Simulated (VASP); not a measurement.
Here is a VASP 6.6.1 calculation.

File INCAR:

```
SYSTEM = AlNi
PREC     = Accurate       ! precision mode
ENCUT    = 520            ! plane-wave cutoff, eV
EDIFF    = 1E-7           ! SCF threshold, eV
ISMEAR   = -1             ! smearing method
SIGMA    = 0.05           ! smearing width, eV
LREAL    = .FALSE.        ! projectors in reciprocal space
LASPH    = .TRUE.         ! aspherical terms in the spheres
NELM     = 150            ! most SCF steps
ALGO     = Normal         ! electronic algorithm
ISIF     = 2              ! what is computed and relaxed
LWAVE    = .FALSE.        ! write WAVECAR
LCHARG   = .FALSE.        ! write CHGCAR
ISPIN    = 2              ! spin polarisation
MAGMOM   = 0 0 0 0        ! initial moments
LORBIT   = 11             ! projections on sites
LMAXMIX  = 4              ! l up to which the mixer works
LDAU     = .TRUE.         ! DFT+U
LDAUTYPE = 2            
LDAUL    = -1 2           ! shell
LDAUU    = 0 6.2          ! U, eV
LDAUJ    = 0 0          
LDAUPRINT= 1            
GGA      = PE             ! functional
NBANDS   = 25             ! bands
```

File KPOINTS:

```
regular mesh
0
G
  8 6 6
  0 0 0
```

The input POSCAR:

```
AlNi
1.0
   -2.8810000000      0.0000000000      0.0000000000
    0.0000000000     -2.8810000000     -2.8810000000
    0.0000000000     -2.8810000000      2.8810000000
Al Ni
2 2
Direct
    0.0000000000      0.0000000000      0.0000000000
    0.0000000000      0.5000000000      0.5000000000
    0.5000000000      0.0000000000      0.5000000000
    0.5000000000      0.5000000000      0.0000000000
```

Potentials or basis: VASP PAW PBE potentials, release 64 (Al, Ni).

Command:

```console
$ cat potpaw_PBE.64/Al/POTCAR potpaw_PBE.64/Ni/POTCAR > POTCAR
$ mpirun -np 1 vasp_std > vasp.out
```

Task: What does it give for the band gap on the k mesh?

Result: Zero (filled and empty bands overlap).

Task: Predict the net moment.

Result: 0.00 μB per cell.

Task: What does it give for the pressure?

Result: -5.7 GPa.

Stress tensor (GPa, compression positive):
```
-4.13  0.00  0.00
 0.00 -6.47  0.00
 0.00  0.00 -6.47
```

Caveat: the cell stands under tension; no moment was typed at the start, so none could form; the U is typed as a test and isn't derived for this compound.
